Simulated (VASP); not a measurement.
# Ge in VASP: a series of runs

Ge is run at these levels: PBE+D3(BJ); tasks: single point.

All numbers are computed with VASP 6.6.1; they aren't measurements. Logs are shortened: lines on timing, memory, paths and dates and some standing lists are left out, and cuts for length are marked.

**1. The cell of the first run**

The cell holds a slab with vacuum, 4 atoms: a = 4.023 Å, b = 4.023 Å, c = 18.869 Å, α = 90.00°, β = 90.00°, γ = 120.00°.

**2. Single point, PBE+D3(BJ)**

INCAR reads:

```
SYSTEM = Ge
  PREC = Accurate
  ENCUT = 520
  EDIFF = 1E-7
  ISMEAR = 0
  SIGMA = 0.1
  LREAL = .FALSE.
  LASPH = .TRUE.
  NELM = 60
  ALGO = Normal
  ISIF = 2
  LWAVE = .FALSE.
  LCHARG = .TRUE.
  LDIPOL = .TRUE.
  IDIPOL = 3
  DIPOL = 0.5 0.5 0.368
  GGA = PE
  IVDW = 12
  LELF = .TRUE.
  LVHAR = .TRUE.
  LVACPOTAV = .TRUE.
  NBANDS = 36
```

KPOINTS reads:

```
regular mesh
0
G
  9 9 1
  0 0 0
```

POSCAR reads:

```
Ge
1.0
    4.0226895311      0.0000000000      0.0000000000
   -2.0113447656      3.4837513255      0.0000000000
    0.0000000000      0.0000000000     18.8685220517
Ge
4
Direct
    0.3333333333      0.6666666667      0.2747571332
    0.6666666667      0.3333333333      0.2384924472
    1.1111111111     -0.1111111111      0.4965159447
    0.7777777778      0.2222222222      0.4602512588
```

Potentials or basis: VASP PAW PBE potentials, release 64 (Ge_d).

Launch:

```sh
$ cat potpaw_PBE.64/Ge_d/POTCAR > POTCAR
$ mpirun -np 1 vasp_std > vasp.out
```

OUTCAR:

```text
SYSTEM = Ge
   PREC = Accurate
   ENCUT = 520
   EDIFF = 1E-7
   ISMEAR = 0
   LREAL = .FALSE.
   LASPH = .TRUE.
   NELM = 60
   ISIF = 2
   GGA = PE
   IVDW = 12
 IVDW          = 12

 ion  position               nearest neighbor table
   1  0.333  0.667  0.275-   2 2.42   2 2.42   2 2.42
   2  0.667  0.333  0.238-   1 2.42   1 2.42   1 2.42
   3  0.111  0.889  0.497-   4 2.42   4 2.42   4 2.42
   4  0.778  0.222  0.460-   3 2.42   3 2.42   3 2.42

  LATTYP: Found a hexagonal cell.
 ALAT       =     4.0226895311
 C/A-ratio  =     4.6905240650

  Lattice vectors:

 A1 = (   4.0226895311,   0.0000000000,   0.0000000000)
 A2 = (  -2.0113447656,   3.4837513255,   0.0000000000)
 A3 = (   0.0000000000,   0.0000000000,  18.8685220517)

Analysis of symmetry for initial positions (statically):
=====================================================================
 Subroutine PRICEL returns:
 Original cell was already a primitive cell.

 Routine SETGRP: Setting up the symmetry group for a
 hexagonal supercell.

 Subroutine GETGRP returns: Found  2 space group operations
 (whereof  2 operations were pure point group operations)
 out of a pool of 24 trial point group operations.

The static configuration has the point symmetry C_1h.

Analysis of symmetry for dynamics (positions and initial velocities):
=====================================================================
 Subroutine PRICEL returns:
 Original cell was already a primitive cell.

 Routine SETGRP: Setting up the symmetry group for a
 hexagonal supercell.

 Subroutine GETGRP returns: Found  2 space group operations
 (whereof  2 operations were pure point group operations)
 out of a pool of 24 trial point group operations.

The dynamic configuration has the point symmetry C_1h.

 Subroutine INISYM returns: Found  2 space group operations
 (whereof  2 operations are pure point group operations),
 and found     1 'primitive' translations

----------------------------------------------------------------------------------------

                                     Primitive cell

  volume of cell :     264.4244

  direct lattice vectors                    reciprocal lattice vectors
     4.022689531  0.000000000  0.000000000     0.248589903  0.143523447  0.000000000
    -2.011344766  3.483751326  0.000000000     0.000000000  0.287046895  0.000000000
     0.000000000  0.000000000 18.868522052     0.000000000  0.000000000  0.052998322

  length of vectors
     4.022689531  4.022689531 18.868522052     0.287046895  0.287046895  0.052998322

  position of ions in fractional coordinates (direct lattice)
     0.333333333  0.666666667  0.274757133
     0.666666667  0.333333333  0.238492447
     0.111111111  0.888888889  0.496515945
     0.777777778  0.222222222  0.460251259

  ion indices of the primitive-cell ions
   primitive index   ion index
                 1           1
                 2           2
                 3           3
                 4           4

----------------------------------------------------------------------------------------

 KPOINTS: regular mesh

Automatic generation of k-mesh.
 Grid dimensions read from file:
 generate k-points for:    9    9    1

 Generating k-lattice:

  Cartesian coordinates                     Fractional coordinates (reciprocal lattice)
     0.027621100  0.015947050  0.000000000     0.111111111 -0.000000000  0.000000000
     0.000000000  0.031894099  0.000000000     0.000000000  0.111111111  0.000000000
     0.000000000  0.000000000  0.052998322     0.000000000  0.000000000  1.000000000

  Length of vectors
     0.031894099  0.031894099  0.052998322

  Shift w.r.t. Gamma in fractional coordinates (k-lattice)
     0.000000000  0.000000000  0.000000000

 Subroutine IBZKPT returns following result:
 ===========================================

 Found     25 irreducible k-points:

 Following reciprocal coordinates:
            Coordinates               Weight
  0.000000  0.000000  0.000000      1.000000
  0.111111  0.000000  0.000000      4.000000
 -0.111111  0.111111  0.000000      2.000000
  0.222222 -0.000000  0.000000      4.000000
 -0.222222  0.222222  0.000000      2.000000
  0.333333  0.000000  0.000000      4.000000
[... 16 lines left out ...]
 -0.222222 -0.444444  0.000000      4.000000
  0.444444  0.333333  0.000000      4.000000
   k-points           NKPTS =     25   k-points in BZ     NKDIM =     25   number of bands    NBANDS=     36
   number of dos      NEDOS =    301   number of ions     NIONS =      4
   total plane-waves  NPLWV = 126000
   dimension x,y,z NGX =    30 NGY =   30 NGZ =  140
   dimension x,y,z NGXF=    60 NGYF=   60 NGZF=  280
   ions per type =               4
   NGX,Y,Z   is equivalent  to a cutoff of  12.40, 12.40, 12.34 a.u.
   NGXF,Y,Z  is equivalent  to a cutoff of  24.80, 24.80, 24.67 a.u.
 SYSTEM =  Ge
   PREC   = accura    normal or accurate (medium, high low for compatibility)
   ISTART =      0    job   : 0-new  1-cont  2-samecut
   ICHARG =      2    charge: 1-file 2-atom 10-const
   ISPIN  =      1    spin polarized calculation?
   LNONCOLLINEAR =      F non collinear calculations
   LSORBIT =      F    spin-orbit coupling
   LASPH  =      T    aspherical Exc in radial PAW
   ENCUT  =  520.0 eV  38.22 Ry    6.18 a.u.   7.48  7.48 35.08*2*pi/ulx,y,z
   NELM   =     60;   NELMIN=  2; NELMDL= -5     # of ELM steps
   EDIFF  = 0.1E-06   stopping-criterion for ELM
   LREAL  =      F    real-space projection
   EDIFFG = 0.1E-05   stopping-criterion for IOM
   NSW    =      0    number of steps for IOM
   IBRION =     -1    ionic relax: 0-MD 1-quasi-New 2-CG
   NFREE  =      0    steps in history (QN), initial steepest desc. (CG)
   ISIF   =      2    stress and relaxation
   ISYM   =      2    0-nonsym 1-usesym 2-fastsym
   POTIM  = 0.5000    time-step for ionic-motion
   TEBEG  =    0.0;   TEEND  =   0.0 temperature during run
   PSTRESS=    0.0 pullay stress
   NELECT =      56.0000    total number of electrons
   NUPDOWN=      -1.0000    fix difference up-down
   EMIN   =  10.00;   EMAX   =-10.00  energy-range for DOS
   EFERMI =   0.00;   METHOD = LEGACY
   ISMEAR =     0;   SIGMA  =   0.10  broadening in eV -4-tet -1-fermi 0-gaus
   EFERMI_NEDOS =   21; number of points for ismear=-14 and -15
   IALGO  =     38    algorithm
   IMIX   =      4    mixing-type and parameters
     AMIX     =   0.40;   BMIX     =  1.00
     AMIX_MAG =   1.60;   BMIX_MAG =  1.00
  volume/ion in A,a.u.               =      66.11       446.11
  Fermi-wavevector in a.u.,A,eV,Ry     =   0.975821  1.844035 12.955840  0.952227
  Thomas-Fermi vector in A             =   2.106391
   LORBIT       =      0    0 simple, 1 ext, 2 COOP (PROOUT), +10 PAW based schemes
   GGA     = PE    functional components
   LHFCALC =     F    Hartree Fock is set to
   AEXX    =    0.0000 exact exchange contribution
   IVDW    =    12    specifies the selected vdW correction
   LEPSILON=     F    determine dielectric tensor
   LRPA    =     F    only Hartree local field effects (RPA)
 non-spin polarized calculation
 Gauss-broadening in eV      SIGMA  =   0.10
  energy-cutoff  :      520.00
  volume of cell :      264.42
 maximum number of plane-waves:      7165
 NGX is ok and might be reduce to    30
   NGX = 15   NGY = 15   NGZ = 71

 number of electron      55.9999981 magnetization

 dipolmoment           0.000000      0.000000      0.007256 electrons x Angstroem

 Free energy of the ion-electron system (eV)
  ---------------------------------------------------
  ext. energy  EPLUGINS =         0.00000000
  ---------------------------------------------------
  free energy    TOTEN  =       -16.23112939 eV

  energy without entropy =      -16.23084420  energy(sigma->0) =      -16.23098680

 E-fermi :  -1.3861     XC(G=0):  -4.3563

 val. band max:       -1.5583775700   @ k =   0.3333   0.3333   0.0000
 cond. band min:      -1.2328894771   @ k =   0.3333   0.3333   0.0000
 fundamental gap:      0.3254880930
 Fermi energy:        -1.3860808043

 k-point     1 :       0.0000    0.0000    0.0000
  band No.  band energies     occupation
      1     -25.9062      2.00000
      2     -25.9059      2.00000
      3     -25.8557      2.00000
      4     -25.8555      2.00000
      5     -25.8533      2.00000
      6     -25.8366      2.00000
[... 28 lines left out ...]
     35       2.5837      0.00000
     36       2.6632      0.00000

 k-point     2 :       0.1111    0.0000    0.0000
  band No.  band energies     occupation
      1     -25.9126      2.00000
      2     -25.9107      2.00000
      3     -25.8674      2.00000
      4     -25.8487      2.00000
      5     -25.8428      2.00000
      6     -25.8404      2.00000
[... 28 lines left out ...]
     35       3.0079      0.00000
     36       3.0665      0.00000

 k-point     3 :      -0.1111    0.1111    0.0000
  band No.  band energies     occupation
      1     -25.9124      2.00000
      2     -25.9109      2.00000
      3     -25.8673      2.00000
      4     -25.8489      2.00000
      5     -25.8421      2.00000
      6     -25.8410      2.00000
[... 28 lines left out ...]
     35       2.9099      0.00000
     36       3.1404      0.00000
[... 742 lines left out ...]
 k-point    23 :      -0.2222   -0.4444    0.0000
  band No.  band energies     occupation
      1     -25.9452      2.00000
      2     -25.9154      2.00000
      3     -25.9078      2.00000
      4     -25.8742      2.00000
      5     -25.8471      2.00000
      6     -25.8369      2.00000
[... 28 lines left out ...]
     35       4.4840      0.00000
     36       5.3695      0.00000

 k-point    24 :       0.4444    0.3333    0.0000
  band No.  band energies     occupation
      1     -25.9452      2.00000
      2     -25.9153      2.00000
      3     -25.9078      2.00000
      4     -25.8742      2.00000
      5     -25.8469      2.00000
      6     -25.8369      2.00000
[... 28 lines left out ...]
     35       4.4751      0.00000
     36       5.2997      0.00000

 [... further k-points ...]

------------------------ aborting loop because EDIFF is reached ----------------------------------------

 Edisp (eV)   -0.85211

 E8    (eV) :    -0.3935

  FORCE on cell =-STRESS in cart. coord.  units (eV):
  Direction    XX          YY          ZZ          XY          YZ          ZX
  --------------------------------------------------------------------------------------
  -------------------------------------------------------------------------------------
  Total      -0.18357    -0.13192    -0.84792     0.04473     0.00188    -0.00326
  in kB      -1.11225    -0.79931    -5.13763     0.27101     0.01141    -0.01977
  external pressure =       -2.35 kB  Pullay stress =        0.00 kB

 VOLUME and BASIS-vectors are now :
 -----------------------------------------------------------------------------
  energy-cutoff  :      520.00
  volume of cell :      264.42
      direct lattice vectors                 reciprocal lattice vectors
     4.022689531  0.000000000  0.000000000     0.248589903  0.143523447  0.000000000
    -2.011344766  3.483751326  0.000000000     0.000000000  0.287046895  0.000000000
     0.000000000  0.000000000 18.868522052     0.000000000  0.000000000  0.052998322

 POSITION                                       TOTAL-FORCE (eV/Angst)
 -----------------------------------------------------------------------------------
     -0.00000      2.32250      5.18426         0.001928     -0.001113      0.218298
      2.01134      1.16125      4.50000        -0.000720      0.000415      0.012296
     -1.34090      3.09667      9.36852         0.000609     -0.000352      0.018419
      2.68179      0.77417      8.68426        -0.001817      0.001049     -0.249012
 -----------------------------------------------------------------------------------
    total drift:                               -0.000011      0.000005     -0.003456

  FREE ENERGIE OF THE ION-ELECTRON SYSTEM (eV)
  ---------------------------------------------------
  free  energy   TOTEN  =       -17.0832423399 eV

  energy  without entropy=      -17.0829571524  energy(sigma->0) =      -17.08309975

 vacuum level on the upper side and lower side of the slab         3.185         3.091
```

Wall time 3.7 min (1 thread of AMD EPYC 9R45 (Zen 5), shared host); peak memory 0.42 GiB.

What came out:

```yaml
Free_energy: -17.0832 eV
Largest_force: 0.249 eV/Å
Band_gap_on_the_k_mesh: 0.33 eV, direct
Dispersion_energy_per_atom: -0.213 eV
```

Forces on the atoms (eV/Å):
```
Ge   0.002 -0.001  0.218
Ge  -0.001  0.000  0.012
Ge   0.001  0.000  0.018
Ge  -0.002  0.001 -0.249
```

**3. Single point, PBE+D3(BJ)**

INCAR reads:

```
SYSTEM = Ge
PREC = Accurate ; ENCUT = 520
EDIFF = 1E-7 ; ISMEAR = 0
SIGMA = 0.1 ; LREAL = .False.
LASPH = .True. ; NELM = 80
ALGO = Normal ; ISIF = 2
LWAVE = .False. ; LCHARG = .False.
LDIPOL = .True. ; IDIPOL = 3
DIPOL = 0.5 0.5 0.375 ; GGA = PE
IVDW = 12 ; NBANDS = 36
```

KPOINTS reads:

```
Automatic mesh
0
Gamma
  9 9 1
  0 0 0
```

POSCAR, as its differences from that of step 2:

```diff
@@ -10,3 +10,3 @@
     0.6666666667      0.3333333333      0.2384924472
-    1.1111111111     -0.1111111111      0.4965159447
-    0.7777777778      0.2222222222      0.4602512588
+    1.1111111111     -0.1111111111      0.5108254915
+    0.7777777778      0.2222222222      0.4745608056
```

Potentials or basis: VASP PAW PBE potentials, release 64 (Ge_d).

Launch:

```sh
$ cat potpaw_PBE.64/Ge_d/POTCAR > POTCAR
$ mpirun -np 1 vasp_std > vasp.out
```

Wall time 3.6 min (1 thread of Intel Xeon 6975P-C (Granite Rapids), shared host); peak memory 0.44 GiB.

Results (log left out):

| Item | Value |
| --- | --- |
| Free energy | -17.0243 eV |
| Largest force | 0.193 eV/Å |
| Band gap on the k mesh | 0.23 eV, direct |
| Dispersion energy per atom | -0.204 eV |

Forces on the atoms (eV/Å):
```
Ge   0.002 -0.001  0.174
Ge  -0.003  0.001  0.029
Ge   0.001 -0.001 -0.011
Ge  -0.001  0.000 -0.193
```

Levels at points of the mesh, in eV from the valence-band top:
| k point | band 25 | band 26 | band 27 | band 28 | band 29 | band 30 | band 31 | band 32 |
| --- | --- | --- | --- | --- | --- | --- | --- | --- |
| (0.00, 0.00, 0.00) | -0.35 | -0.33 | -0.28 | -0.26 | 0.64 | 0.79 | 2.17 | 3.50 |

**4. Single point, PBE+D3(BJ)**

INCAR reads:

```
PREC = Accurate ; ENCUT = 520
EDIFF = 1E-6 ; ISMEAR = 0
SIGMA = 0.1 ; LREAL = False
LASPH = True ; NELM = 60
ALGO = Normal ; ISIF = 2
LWAVE = False ; LCHARG = False
LDIPOL = True ; IDIPOL = 3
DIPOL = 0.5 0.5 0.389 ; GGA = PE
IVDW = 12 ; NBANDS = 36
```

KPOINTS reads:

```
regular mesh
0
Gamma
  9 9 1
```

POSCAR, as its differences from that of step 3:

```diff
@@ -10,3 +10,3 @@
     0.6666666667      0.3333333333      0.2384924472
-    1.1111111111     -0.1111111111      0.5108254915
-    0.7777777778      0.2222222222      0.4745608056
+    1.1111111111     -0.1111111111      0.5389146020
+    0.7777777778      0.2222222222      0.5026499161
```

Launch:

```sh
$ cat potpaw_PBE.64/Ge_d/POTCAR > POTCAR
$ mpirun -np 1 vasp_std > vasp.out
```

Run time: 3 min. Hardware: 1 thread of Intel Xeon 6975P-C (Granite Rapids), shared host; peak memory 0.44 GiB.

Results (log left out):

* Free energy: -16.9326 eV
* Largest force: 0.117 eV/Å
* Band gap on the k mesh: 0.12 eV, direct
* Dispersion energy per atom: -0.189 eV

Forces in eV/Å, atoms in the order of the input:
```
Ge   0.001  0.000  0.110
Ge  -0.001  0.001  0.031
Ge   0.000  0.000 -0.024
Ge   0.000  0.000 -0.117
```

Levels at points of the mesh, in eV from the valence-band top:
| k point | band 24 | band 25 | band 26 | band 27 | band 28 | band 29 | band 30 | band 31 | band 32 | band 33 |
| --- | --- | --- | --- | --- | --- | --- | --- | --- | --- | --- |
| (0.00, 0.00, 0.00) | -3.25 | -0.39 | -0.38 | -0.37 | -0.36 | 0.59 | 0.70 | 2.05 | 3.18 | 3.94 |

**5. Single point, PBE+D3(BJ)**

INCAR reads:

```
SYSTEM = Ge
  PREC = Accurate
  ENCUT = 520
  EDIFF = 1E-6
  ISMEAR = 0
  SIGMA = 0.1
  LREAL = .False.
  LASPH = .True.
  NELM = 80
  ALGO = Normal
  ISIF = 2
  LWAVE = .False.
  LCHARG = .False.
  LDIPOL = .True.
  IDIPOL = 3
  DIPOL = 0.5 0.5 0.415
  GGA = PE
  IVDW = 12
  NBANDS = 36
```

KPOINTS reads:

```
regular mesh
0
Gamma
  9 9 1
  0 0 0
```

POSCAR, as its differences from that of step 4:

```diff
@@ -10,3 +10,3 @@
     0.6666666667      0.3333333333      0.2384924472
-    1.1111111111     -0.1111111111      0.5389146020
-    0.7777777778      0.2222222222      0.5026499161
+    1.1111111111     -0.1111111111      0.5919129236
+    0.7777777778      0.2222222222      0.5556482377
```

Launch:

```sh
$ cat potpaw_PBE.64/Ge_d/POTCAR > POTCAR
$ mpirun -np 1 vasp_std > vasp.out
```

It took 3.1 min on 1 thread of Intel Xeon 6975P-C (Granite Rapids), shared host; peak memory 0.44 GiB.

It converged, with:

```yaml
Free_energy: -16.8398 eV
Largest_force: 0.044 eV/Å
Band_gap_on_the_k_mesh: 0.03 eV, direct
Dispersion_energy_per_atom: -0.172 eV
```

Forces on the atoms (eV/Å):
```
Ge   0.000  0.000  0.044
Ge   0.000  0.000  0.011
Ge   0.000  0.000 -0.011
Ge   0.000  0.000 -0.044
```

Levels at points of the mesh, in eV from the valence-band top:
```csv
k point,band 24,band 25,band 26,band 27,band 28,band 29,band 30,band 31,band 32,band 33
"(0.00, 0.00, 0.00)",-3.45,-0.43,-0.43,-0.43,-0.43,0.57,0.63,2.04,2.79,3.92
```

**6. Single point, PBE+D3(BJ)**

INCAR reads:

```
SYSTEM = Ge
PREC = Accurate
ENCUT = 520
EDIFF = 1E-7
ISMEAR = 0
SIGMA = 0.1
LREAL = .False.
LASPH = .True.
NELM = 100
ALGO = Normal
ISIF = 2
LWAVE = .False.
LCHARG = .True.
LDIPOL = .True.
IDIPOL = 3
DIPOL = 0.5 0.5 0.375
GGA = PE
IVDW = 12
LELF = .True.
LVHAR = .True.
LVACPOTAV = .True.
NBANDS = 36
```

KPOINTS reads:

```
Automatic mesh
0
Gamma
  9 9 1
  0 0 0
```

POSCAR, as its differences from that of step 5:

```diff
@@ -10,3 +10,3 @@
     0.6666666667      0.3333333333      0.2384924472
-    1.1111111111     -0.1111111111      0.5919129236
-    0.7777777778      0.2222222222      0.5556482377
+    1.5555555556     -0.5555555556      0.5108254915
+    1.2222222222     -0.2222222222      0.4745608056
```

Potentials or basis: VASP PAW PBE potentials, release 64 (Ge_d).

Launch:

```sh
$ cat potpaw_PBE.64/Ge_d/POTCAR > POTCAR
$ mpirun -np 1 vasp_std > vasp.out
```

It took 3.7 min on 1 thread of Intel Xeon 6975P-C (Granite Rapids), shared host; peak memory 0.44 GiB.

The run converged. Its results:

```
Free energy                : -17.0190 eV
Largest force              : 0.191 eV/Å
Band gap on the k mesh     : 0.42 eV, direct
Dispersion energy per atom : -0.203 eV
```

Forces on the atoms (eV/Å):
```
Ge   0.002 -0.001  0.191
Ge   0.010 -0.006 -0.015
Ge  -0.011  0.006  0.010
Ge  -0.001  0.001 -0.186
```

Levels at points of the mesh, in eV from the valence-band top:
```
           k point  band 26  band 27  band 28  band 29  band 30  band 31
(0.00, 0.00, 0.00)    -0.25    -0.22    -0.20     0.70     0.90     2.17
```
